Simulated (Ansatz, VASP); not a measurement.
# LiBe4: VASP beside Ansatz

```xyz
5
Lattice="3.8247 0.0000 0.0000 0.0000 3.8247 0.0000 0.0000 0.0000 3.8247" Properties=species:S:1:pos:R:3 pbc="T T T"
Li    1.9124    1.9124    1.9124
Be    1.9124    0.0000    0.0000
Be    0.0000    1.9124    0.0000
Be    0.0000    0.0000    1.9124
Be    0.0000    0.0000    0.0000
```

Alike in both runs: functional PBE; k mesh 5 × 5 × 5; occupations gaussian, width 0.2 eV; no spin polarisation.

Ansatz relaxed the structure, and its values are those at the end. VASP's run is a single point on that final structure, the one shown.

|  | VASP | Ansatz |
| --- | --- | --- |
| version | VASP 6.6.1 | Ansatz 0.2.0 |
| potentials or method | VASP PAW PBE potentials, release 64 (Li_sv, Be), cutoff 750 eV | scalar-relativistic, plane waves, PAW |
| valence electrons in the cell | 11 | 11 |

|  | VASP | Ansatz | Ansatz less VASP |
| --- | --- | --- | --- |
| gap on the k mesh at the Fermi level (eV) | none | none | - |
| pressure (GPa) | 0.2 | 0.2 | 0.00 |

A gap of «none» marks a metal or a gap that the smearing closes.
